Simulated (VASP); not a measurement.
**Sn: single point with r2SCAN**

The system is Sn.

```
CELL_PARAMETERS angstrom
-1.98777 1.98777 1.62686
1.98777 -1.98777 1.62686
1.98777 1.98777 -1.62686
ATOMIC_POSITIONS crystal
Sn 0.00000 0.00000 0.00000
```

```json
{
 "Program": "VASP 6.6.1",
 "Task": "single point",
 "Functional": "r2SCAN",
 "Potentials or basis": "VASP PAW PBE potentials, release 64 (Sn_d)",
 "Cutoff": "520 eV",
 "k mesh": "10 × 10 × 10",
 "Occupations": "fermi-dirac, width 0.05 eV",
 "Spin": "no spin polarisation",
 "Dipole correction": "no",
 "Further INCAR settings": "ALGO = Normal; EDIFF = 1e-06; NBANDS = 13"
}
```

* Pressure: 3.1 GPa
* Band gap on the k mesh: zero (bands 7 and 8 overlap by 9.93 eV)

Stress tensor (GPa, compression positive):
```
2.58 0.00 0.00
0.00 2.58 0.00
0.00 0.00 4.20
```

Levels at points of the mesh, in eV from the Fermi level:
```
           k point  band 5  band 6  band 7  band 8  band 9  band 10
(0.00, 0.00, 0.00)  -22.08  -12.10    7.59    7.59   10.72    10.96
(0.50, 0.00, 0.00)  -22.02   -5.96   -4.77    3.34    4.84     7.83
(0.50, 0.50, 0.00)  -22.03   -7.75   -5.31    6.50    8.73    11.44
(0.50, 0.50, 0.50)  -22.00   -3.08   -1.92   -1.92    2.77     3.37
```

Wall time 2 min on 1 thread of Intel Xeon 8259CL, with other jobs on the host, peak memory 0.17 GiB.

Caveat: the cell stands under pressure; the PAW data sets were made with another functional, which shifts forces and pressure a little; spin-orbit coupling is left out, which moves the levels of the heavy elements.
